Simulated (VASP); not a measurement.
# AlNi3 (R-3m) in VASP: a series of runs

The runs below take AlNi3 through single point, with PBEsol.

All numbers are computed with VASP 6.6.1; they aren't measurements. Logs are shortened: lines on timing, memory, paths and dates and some standing lists are left out, and cuts for length are marked.

### Step 1. The cell of the first run

It takes space group R-3m (No. 166, trigonal). Conventional cell: a = 3.868 Å, b = 3.868 Å, c = 9.825 Å, α = 90.00°, β = 90.00°, γ = 120.00°. Al (site symmetry -3m) has 14 Ni at 2.38 to 2.77 Å within 3.1 Å. Ni (site symmetry 3m) has 4 Al at 2.38 to 2.46 Å and 10 Ni at 2.38 to 2.77 Å within 3.1 Å. Ni (site symmetry -3m) has 8 Ni at 2.38 to 2.46 Å and 6 Al at 2.77 Å within 3.1 Å.

### Step 2. Single point, PBEsol (10.61 Å³/atom)

Contents of INCAR:

```
PREC     = Accurate       # precision mode
ENCUT    = 520            # plane-wave cutoff, eV
EDIFF    = 1E-6           # SCF threshold, eV
ISMEAR   = 0              # smearing method
SIGMA    = 0.15           # smearing width, eV
LREAL    = F              # projectors in reciprocal space
LASPH    = T              # aspherical terms in the spheres
NELM     = 80             # most SCF steps
ALGO     = Fast           # electronic algorithm
ISIF     = 2              # what is computed and relaxed
LWAVE    = F              # write WAVECAR
LCHARG   = F              # write CHGCAR
GGA      = PS             # functional
NBANDS   = 24             # bands
```

Contents of KPOINTS:

```
Automatic mesh
0
Gamma
  14 14 14
```

Contents of POSCAR:

```
AlNi3
1.0
    0.0676399034      2.8024068868      2.8024068868
    2.8024068868      0.0676399034      2.8024068868
    2.8024068868      2.8024068868      0.0676399034
Al Ni
1 3
Direct
    0.5000000000      0.5000000000      0.5000000000
    0.2500000000      0.2500000000      0.2500000000
    0.0000000000      0.0000000000      0.0000000000
    0.7500000000      0.7500000000      0.7500000000
```

Potentials or basis: VASP PAW PBE potentials, release 64 (Al, Ni).

Launch:

```sh
$ cat potpaw_PBE.64/Al/POTCAR potpaw_PBE.64/Ni/POTCAR > POTCAR
$ mpirun -np 1 vasp_std > vasp.out
```

OUTCAR:

```text
PREC = Accurate
   ENCUT = 520
   EDIFF = 1E-6
   ISMEAR = 0
   LREAL = F
   LASPH = T
   NELM = 80
   ISIF = 2
   GGA = PS

 ion  position               nearest neighbor table
   1  0.500  0.500  0.500-   2 2.38   2 2.38   2 2.38   4 2.38   4 2.38   4 2.38   4 2.46   2 2.46
                             3 2.77   3 2.77   3 2.77   3 2.77   3 2.77   3 2.77
   2  0.250  0.250  0.250-   3 2.38   3 2.38   3 2.38   1 2.38   1 2.38   1 2.38   3 2.46   1 2.46
                             4 2.77   4 2.77   4 2.77   4 2.77   4 2.77   4 2.77
   3  0.000  0.000  0.000-   4 2.38   4 2.38   4 2.38   2 2.38   2 2.38   2 2.38   4 2.46   2 2.46
                             1 2.77   1 2.77   1 2.77   1 2.77   1 2.77   1 2.77
   4  0.750  0.750  0.750-   1 2.38   1 2.38   1 2.38   3 2.38   3 2.38   3 2.38   3 2.46   1 2.46
                             2 2.77   2 2.77   2 2.77   2 2.77   2 2.77   2 2.77

  LATTYP: Found a trigonal (rhomboedric) cell.
 ALAT       =     3.9637789892
 COS(alpha) =     0.5239837337

  Lattice vectors:

 A1 = (   0.0676399034,   2.8024068868,   2.8024068868)
 A2 = (   2.8024068868,   0.0676399034,   2.8024068868)
 A3 = (   2.8024068868,   2.8024068868,   0.0676399034)

Analysis of symmetry for initial positions (statically):
=====================================================================
 Subroutine PRICEL returns:
 Original cell was already a primitive cell.

 Routine SETGRP: Setting up the symmetry group for a
 trigonal (rhombohedral) supercell.

 Subroutine GETGRP returns: Found 12 space group operations
 (whereof 12 operations were pure point group operations)
 out of a pool of 12 trial point group operations.

The static configuration has the point symmetry D_3d.

Analysis of symmetry for dynamics (positions and initial velocities):
=====================================================================
 Subroutine PRICEL returns:
 Original cell was already a primitive cell.

 Routine SETGRP: Setting up the symmetry group for a
 trigonal (rhombohedral) supercell.

 Subroutine GETGRP returns: Found 12 space group operations
 (whereof 12 operations were pure point group operations)
 out of a pool of 12 trial point group operations.

The dynamic configuration has the point symmetry D_3d.

 Subroutine INISYM returns: Found 12 space group operations
 (whereof 12 operations are pure point group operations),
 and found     1 'primitive' translations

----------------------------------------------------------------------------------------

                                     Primitive cell

  volume of cell :      42.4240

  direct lattice vectors                    reciprocal lattice vectors
     0.067639903  2.802406887  2.802406887    -0.185011060  0.180650807  0.180650807
     2.802406887  0.067639903  2.802406887     0.180650807 -0.185011060  0.180650807
     2.802406887  2.802406887  0.067639903     0.180650807  0.180650807 -0.185011060

  length of vectors
     3.963778989  3.963778989  3.963778989     0.315433860  0.315433860  0.315433860

  position of ions in fractional coordinates (direct lattice)
     0.500000000  0.500000000  0.500000000
     0.250000000  0.250000000  0.250000000
     0.000000000  0.000000000  0.000000000
     0.750000000  0.750000000  0.750000000

  ion indices of the primitive-cell ions
   primitive index   ion index
                 1           1
                 2           2
                 3           3
                 4           4

----------------------------------------------------------------------------------------

 KPOINTS: Automatic mesh

Automatic generation of k-mesh.
 Grid dimensions read from file:
 generate k-points for:   14   14   14

 Generating k-lattice:

  Cartesian coordinates                     Fractional coordinates (reciprocal lattice)
    -0.013215076  0.012903629  0.012903629     0.071428571  0.000000000  0.000000000
     0.012903629 -0.013215076  0.012903629     0.000000000  0.071428571  0.000000000
     0.012903629  0.012903629 -0.013215076     0.000000000  0.000000000  0.071428571

  Length of vectors
     0.022530990  0.022530990  0.022530990

  Shift w.r.t. Gamma in fractional coordinates (k-lattice)
     0.000000000  0.000000000  0.000000000

 Subroutine IBZKPT returns following result:
 ===========================================

 Found    288 irreducible k-points:

 Following reciprocal coordinates:
            Coordinates               Weight
  0.000000  0.000000  0.000000      1.000000
  0.071429 -0.000000 -0.000000      6.000000
  0.142857  0.000000  0.000000      6.000000
  0.214286  0.000000  0.000000      6.000000
  0.285714  0.000000 -0.000000      6.000000
  0.357143  0.000000 -0.000000      6.000000
[... 16 lines left out ...]
  0.214286  0.142857  0.000000     12.000000
  0.285714  0.142857 -0.000000     12.000000
 [... further k-points ...]
   k-points           NKPTS =    288   k-points in BZ     NKDIM =    288   number of bands    NBANDS=     24
   number of dos      NEDOS =    301   number of ions     NIONS =      4
   total plane-waves  NPLWV =  27000
   dimension x,y,z NGX =    30 NGY =   30 NGZ =   30
   dimension x,y,z NGXF=    60 NGYF=   60 NGZF=   60
   ions per type =               1   3
   NGX,Y,Z   is equivalent  to a cutoff of  12.58, 12.58, 12.58 a.u.
   NGXF,Y,Z  is equivalent  to a cutoff of  25.16, 25.16, 25.16 a.u.
 SYSTEM =  unknown system
   PREC   = accura    normal or accurate (medium, high low for compatibility)
   ISTART =      0    job   : 0-new  1-cont  2-samecut
   ICHARG =      2    charge: 1-file 2-atom 10-const
   ISPIN  =      1    spin polarized calculation?
   LNONCOLLINEAR =      F non collinear calculations
   LSORBIT =      F    spin-orbit coupling
   LASPH  =      T    aspherical Exc in radial PAW
   ENCUT  =  520.0 eV  38.22 Ry    6.18 a.u.   7.37  7.37  7.37*2*pi/ulx,y,z
   NELM   =     80;   NELMIN=  2; NELMDL= -5     # of ELM steps
   EDIFF  = 0.1E-05   stopping-criterion for ELM
   LREAL  =      F    real-space projection
   EDIFFG = 0.1E-04   stopping-criterion for IOM
   NSW    =      0    number of steps for IOM
   IBRION =     -1    ionic relax: 0-MD 1-quasi-New 2-CG
   NFREE  =      0    steps in history (QN), initial steepest desc. (CG)
   ISIF   =      2    stress and relaxation
   ISYM   =      2    0-nonsym 1-usesym 2-fastsym
   POTIM  = 0.5000    time-step for ionic-motion
   TEBEG  =    0.0;   TEEND  =   0.0 temperature during run
   PSTRESS=    0.0 pullay stress
   NELECT =      33.0000    total number of electrons
   NUPDOWN=      -1.0000    fix difference up-down
   EMIN   =  10.00;   EMAX   =-10.00  energy-range for DOS
   EFERMI =   0.00;   METHOD = LEGACY
   ISMEAR =     0;   SIGMA  =   0.15  broadening in eV -4-tet -1-fermi 0-gaus
   EFERMI_NEDOS =   21; number of points for ismear=-14 and -15
   IALGO  =     68    algorithm
   IMIX   =      4    mixing-type and parameters
     AMIX     =   0.40;   BMIX     =  1.00
     AMIX_MAG =   1.60;   BMIX_MAG =  1.00
  volume/ion in A,a.u.               =      10.61        71.57
  Fermi-wavevector in a.u.,A,eV,Ry     =   1.505598  2.845167 30.842018  2.266824
  Thomas-Fermi vector in A             =   2.616425
   LORBIT       =      0    0 simple, 1 ext, 2 COOP (PROOUT), +10 PAW based schemes
   GGA     = PS    functional components
   LHFCALC =     F    Hartree Fock is set to
   AEXX    =    0.0000 exact exchange contribution
   IVDW    =     0    specifies the selected vdW correction
   LEPSILON=     F    determine dielectric tensor
   LRPA    =     F    only Hartree local field effects (RPA)
 non-spin polarized calculation
 RMM-DIIS sequential band-by-band and
 Gauss-broadening in eV      SIGMA  =   0.15
  energy-cutoff  :      520.00
  volume of cell :       42.42
 maximum number of plane-waves:      1159
 NGX is ok and might be reduce to    30
   NGX = 15   NGY = 15   NGZ = 15

 number of electron      33.0000005 magnetization

 Free energy of the ion-electron system (eV)
  ---------------------------------------------------
  ext. energy  EPLUGINS =         0.00000000
  ---------------------------------------------------
  free energy    TOTEN  =       -24.01642745 eV

  energy without entropy =      -23.98700044  energy(sigma->0) =      -24.00171395

 E-fermi :  10.3226     XC(G=0): -13.1615

 val. band max:       10.3225136860   @ k =  -0.4286   0.4286   0.0000
 cond. band min:      10.3236151115   @ k =  -0.2857   0.5000   0.2143
 fundamental gap:      0.0011014255
 Fermi energy:        10.3225785380

 k-point     1 :       0.0000    0.0000    0.0000
  band No.  band energies     occupation
      1      -0.1477      2.00000
      2       6.5058      2.00000
      3       6.5058      2.00000
      4       6.6024      2.00000
      5       6.6959      2.00000
      6       6.6959      2.00000
[... 16 lines left out ...]
     23      17.9620      0.00000
     24      19.1791      0.00000

 k-point     2 :       0.0714   -0.0000   -0.0000
  band No.  band energies     occupation
      1      -0.0682      2.00000
      2       6.4551      2.00000
      3       6.4828      2.00000
      4       6.6357      2.00000
      5       6.7124      2.00000
      6       6.7654      2.00000
[... 16 lines left out ...]
     23      18.2644      0.00000
     24      18.9551      0.00000

 k-point     3 :       0.1429    0.0000    0.0000
  band No.  band energies     occupation
      1       0.1688      2.00000
      2       6.4129      2.00000
      3       6.4669      2.00000
      4       6.5213      2.00000
      5       6.8640      2.00000
      6       6.9148      2.00000
[... 16 lines left out ...]
     23      18.4502      0.00000
     24      18.7541      0.00000

 k-point     4 :       0.2143    0.0000    0.0000
  band No.  band energies     occupation
      1       0.5580      2.00000
      2       6.2930      2.00000
      3       6.4099      2.00000
      4       6.4883      2.00000
      5       7.0447      2.00000
      6       7.0943      2.00000
[... 16 lines left out ...]
     23      18.6185      0.00000
     24      18.9260      0.00000

 k-point     5 :       0.2857    0.0000   -0.0000
  band No.  band energies     occupation
      1       1.0903      2.00000
      2       5.8656      2.00000
      3       6.4344      2.00000
      4       6.5439      2.00000
      5       7.2241      2.00000
      6       7.2685      2.00000
[... 16 lines left out ...]
     23      18.6987      0.00000
     24      19.6254      0.00000

 k-point     6 :       0.3571    0.0000   -0.0000
  band No.  band energies     occupation
      1       1.7504      2.00000
      2       5.1818      2.00000
      3       6.4743      2.00000
      4       6.6170      2.00000
      5       7.3292      2.00000
      6       7.3852      2.00000
[... 16 lines left out ...]
     23      18.6859      0.00000
     24      20.6126      0.00000
[... 379 lines left out ...]
 k-point    21 :      -0.0714    0.0714    0.0000
  band No.  band energies     occupation
      1       0.0655      2.00000
      2       6.3883      2.00000
      3       6.4519      2.00000
      4       6.6998      2.00000
      5       6.7356      2.00000
      6       6.8521      2.00000
[... 16 lines left out ...]
     23      18.2376      0.00000
     24      18.2532      0.00000

 k-point    22 :       0.1429    0.1429    0.0000
  band No.  band energies     occupation
      1       0.2664      2.00000
      2       6.1251      2.00000
      3       6.6610      2.00000
      4       6.7803      2.00000
      5       6.8309      2.00000
      6       6.8440      2.00000
[... 16 lines left out ...]
     23      18.0015      0.00000
     24      19.7068      0.00000

 k-point    23 :       0.2143    0.1429    0.0000
  band No.  band energies     occupation
      1       0.5478      2.00000
      2       5.9874      2.00000
      3       6.6915      2.00000
      4       6.7700      2.00000
      5       6.9293      2.00000
      6       7.0081      2.00000
[... 16 lines left out ...]
     23      18.2485      0.00000
     24      20.1813      0.00000

 k-point    24 :       0.2857    0.1429   -0.0000
  band No.  band energies     occupation
      1       0.9764      2.00000
      2       5.8390      2.00000
      3       6.6500      2.00000
      4       6.7330      2.00000
      5       7.0797      2.00000
      6       7.1387      2.00000
[... 16 lines left out ...]
     23      18.2746      0.00000
     24      20.3577      0.00000

 [... further k-points ...]

------------------------ aborting loop because EDIFF is reached ----------------------------------------

  FORCE on cell =-STRESS in cart. coord.  units (eV):
  Direction    XX          YY          ZZ          XY          YZ          ZX
  --------------------------------------------------------------------------------------
  -------------------------------------------------------------------------------------
  Total        1.9632184      1.9632184      1.9632184     -1.0176238     -1.0176238     -1.0176238
  in kB       74.1425621     74.1425621     74.1425621    -38.4313998    -38.4313998    -38.4313998
  external PRESSURE =      74.1425621 kB  Pullay stress =       0.0000000 kB

 VOLUME and BASIS-vectors are now :
 -----------------------------------------------------------------------------
  energy-cutoff  :      520.00
  volume of cell :       42.42
      direct lattice vectors                 reciprocal lattice vectors
     0.067639903  2.802406887  2.802406887    -0.185011060  0.180650807  0.180650807
     2.802406887  0.067639903  2.802406887     0.180650807 -0.185011060  0.180650807
     2.802406887  2.802406887  0.067639903     0.180650807  0.180650807 -0.185011060

 POSITION                                       TOTAL-FORCE (eV/Angst)
 -----------------------------------------------------------------------------------
      2.83623      2.83623      2.83623         0.000000      0.000000      0.000000
      1.41811      1.41811      1.41811        -0.025857     -0.025857     -0.025857
      0.00000      0.00000      0.00000         0.000000      0.000000      0.000000
      4.25434      4.25434      4.25434         0.025857      0.025857      0.025857
 -----------------------------------------------------------------------------------
    total drift:                                0.000000     -0.000000      0.000000

  FREE ENERGIE OF THE ION-ELECTRON SYSTEM (eV)
  ---------------------------------------------------
  free  energy   TOTEN  =       -24.0164274530 eV

  energy  without entropy=      -23.9870004415  energy(sigma->0) =      -24.00171395
```

Wall time 2.7 min (1 thread of Intel Xeon 6975P-C (Granite Rapids), shared host); peak memory 0.35 GiB.

Results:

```
Free energy            : -24.0164 eV
Pressure               : 7.4 GPa
Largest force          : 0.045 eV/Å
Band gap on the k mesh : zero (an odd number of electrons rules out a gap without spin polarisation)
```

Forces in eV/Å, atoms in the order of the input:
```
Al   0.000  0.000  0.000
Ni  -0.026 -0.026 -0.026
Ni   0.000  0.000  0.000
Ni   0.026  0.026  0.026
```

Caveat: the cell stands under pressure; the PAW data sets were made with another functional, which shifts forces and pressure a little. Spin polarisation is off, so any magnetic state and its effect on volume and gap are missing.

### Step 3. Single point, PBEsol (10.78 Å³/atom)

This run uses another cell than the first one, of 10.78 Å³/atom.

Contents of INCAR:

```
SYSTEM = AlNi3
ALGO     = Fast           ! electronic algorithm
EDIFF    = 1E-7           ! SCF threshold, eV
ENCUT    = 520            ! plane-wave cutoff, eV
GGA      = PS             ! functional
ISIF     = 2              ! what is computed and relaxed
ISMEAR   = 0              ! smearing method
LASPH    = .True.         ! aspherical terms in the spheres
LCHARG   = .False.        ! write CHGCAR
LREAL    = .False.        ! projectors in reciprocal space
LWAVE    = .False.        ! write WAVECAR
NBANDS   = 24             ! bands
NELM     = 100            ! most SCF steps
PREC     = Accurate       ! precision mode
SIGMA    = 0.15           ! smearing width, eV
```

Contents of KPOINTS:

```
k-points
0
Gamma
  14 14 14
  0 0 0
```

Contents of POSCAR:

```
AlNi3
1.0
    0.0680098974      2.8177362076      2.8177362076
    2.8177362076      0.0680098974      2.8177362076
    2.8177362076      2.8177362076      0.0680098974
Al Ni
1 3
Direct
    0.5000000000      0.5000000000      0.5000000000
    0.2500000000      0.2500000000      0.2500000000
    0.0000000000      0.0000000000      0.0000000000
    0.7500000000      0.7500000000      0.7500000000
```

Potentials or basis: VASP PAW PBE potentials, release 64 (Al, Ni).

Launch:

```sh
$ cat potpaw_PBE.64/Al/POTCAR potpaw_PBE.64/Ni/POTCAR > POTCAR
$ mpirun -np 1 vasp_std > vasp.out
```

Wall time 3.4 min (1 thread of Intel Xeon 6975P-C (Granite Rapids), shared host); peak memory 0.36 GiB.

The run converged. Its results:

* Free energy: -24.0409 eV
* Pressure: 3.8 GPa
* Largest force: 0.042 eV/Å
* Band gap on the k mesh: zero (an odd number of electrons rules out a gap without spin polarisation)

Forces in eV/Å, atoms in the order of the input:
```
Al   0.000  0.000  0.000
Ni  -0.024 -0.024 -0.024
Ni   0.000  0.000  0.000
Ni   0.024  0.024  0.024
```

Stress tensor (GPa, compression positive):
```
 3.80 -3.64 -3.64
-3.64  3.80 -3.64
-3.64 -3.64  3.80
```

Levels at points of the mesh, in eV from the Fermi level:
```csv
k point,band 12,band 13,band 14,band 15,band 16,band 17,band 18,band 19,band 20,band 21
"(0.00, 0.00, 0.00)",-0.93,-0.58,-0.58,-0.52,-0.52,5.10,5.68,5.68,5.78,6.13
"(0.50, 0.00, 0.00)",-1.77,-0.73,-0.64,-0.50,-0.46,-0.15,4.23,4.36,4.77,4.88
"(0.50, 0.50, 0.00)",-1.09,-1.06,-0.77,-0.61,-0.42,-0.35,-0.34,-0.04,4.27,4.91
"(0.50, 0.50, 0.50)",-1.75,-0.61,-0.61,-0.50,-0.50,-0.16,4.59,4.59,5.09,5.09
```

Caveat: the cell stands under pressure; the PAW data sets were made with another functional, which shifts forces and pressure a little. Spin polarisation is off, so any magnetic state and its effect on volume and gap are missing.
